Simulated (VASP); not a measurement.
Wanted: the native input for a VASP 6.6.1 run.

| Item | Value |
| --- | --- |
| Task | relaxation of cell and atoms |
| Functional | r2SCAN |
| Potentials or basis | VASP PAW PBE potentials, release 64 (Pb_d, O) |
| Cutoff | 660 eV |
| k mesh | 6 × 6 × 6 |
| Occupations | fermi-dirac, width 0.01 eV |
| Spin | no spin polarisation |
| Target pressure | 10 GPa |
| Dipole correction | no |
| Further INCAR settings | ALGO = Normal; EDIFF = 1e-07; IBRION = 2; EDIFFG = -0.01; NSW = 60; ISIF = 3 |

Crystal: PbO2.

```
CELL_PARAMETERS angstrom
0.00000 2.68000 2.68000
2.68000 0.00000 2.68000
2.68000 2.68000 0.00000
ATOMIC_POSITIONS crystal
Pb 0.00000 0.00000 0.00000
O 0.25000 0.25000 0.25000
O 0.75000 0.75000 0.75000
```

These files were run (other wordings do the same):

POSCAR

```
PbO2
1.0
    0.0000000000      2.6800000000      2.6800000000
    2.6800000000      0.0000000000      2.6800000000
    2.6800000000      2.6800000000      0.0000000000
Pb O
1 2
Direct
    0.0000000000      0.0000000000      0.0000000000
    0.2500000000      0.2500000000      0.2500000000
    0.7500000000      0.7500000000      0.7500000000
```

INCAR.step1

```
SYSTEM = PbO2
  PREC = Accurate
  ENCUT = 660
  ISMEAR = -1
  SIGMA = 0.01
  LREAL = .FALSE.
  LASPH = .TRUE.
  NELM = 120
  GGA = PE
  ALGO = Normal
  EDIFF = 1E-5
  LWAVE = .TRUE.
  LCHARG = .FALSE.
  GGA_COMPAT = .FALSE.
  IBRION = 2
  ISIF = 3
  EDIFFG = -0.005
  NELMIN = 4
  NSW = 100
```

INCAR.step2

```
SYSTEM = PbO2
  PREC = Accurate
  ENCUT = 660
  EDIFF = 1E-7
  ISMEAR = -1
  SIGMA = 0.01
  LREAL = .FALSE.
  LASPH = .TRUE.
  NELM = 120
  ALGO = Normal
  ISIF = 3
  LWAVE = .FALSE.
  LCHARG = .FALSE.
  METAGGA = R2SCAN
  LMIXTAU = .TRUE.
  IBRION = 2
  NSW = 60
  EDIFFG = -0.01
  PSTRESS = 100.0
  ISTART = 1
  GGA_COMPAT = .FALSE.
  NELMIN = 4
```

KPOINTS

```
Automatic mesh
0
G
  6 6 6
  0 0 0
```

Potentials or basis: VASP PAW PBE potentials, release 64 (Pb_d, O).

Launch:

```console
$ cat potpaw_PBE.64/Pb_d/POTCAR potpaw_PBE.64/O/POTCAR > POTCAR
$ cp INCAR.step1 INCAR
$ mpirun -np 1 vasp_std > vasp.out
$ cp INCAR.step2 INCAR
$ mpirun -np 1 vasp_std > vasp.out
```

It gave:

```json
{
 "Relaxed volume": "11.94 Å³/atom",
 "Relaxed cell": "a = 3.700 Å, b = 3.700 Å, c = 3.700 Å, α = 60.00°, β = 60.00°, γ = 60.00°",
 "Space group after relaxing (to 0.1 Å)": "Fm-3m (No. 225)",
 "Energy change on relaxing (the run minimises the enthalpy)": "+17.3 meV/atom",
 "Ionic steps": "4",
 "Pressure after relaxing": "10.0 GPa",
 "Band gap on the k mesh": "zero (bands 13 and 14 overlap by 1.44 eV)"
}
```

Caveat: the cell is relaxed towards a set pressure, so the run minimises the enthalpy, not the energy; the PAW data sets were made with another functional, which shifts forces and pressure a little; spin-orbit coupling is left out, which moves the levels of the heavy elements.

Wall time 100 s on 1 thread of Intel(R) Xeon(R) 6975P-C (Granite Rapids) (shared host), peak memory 0.2 GiB.
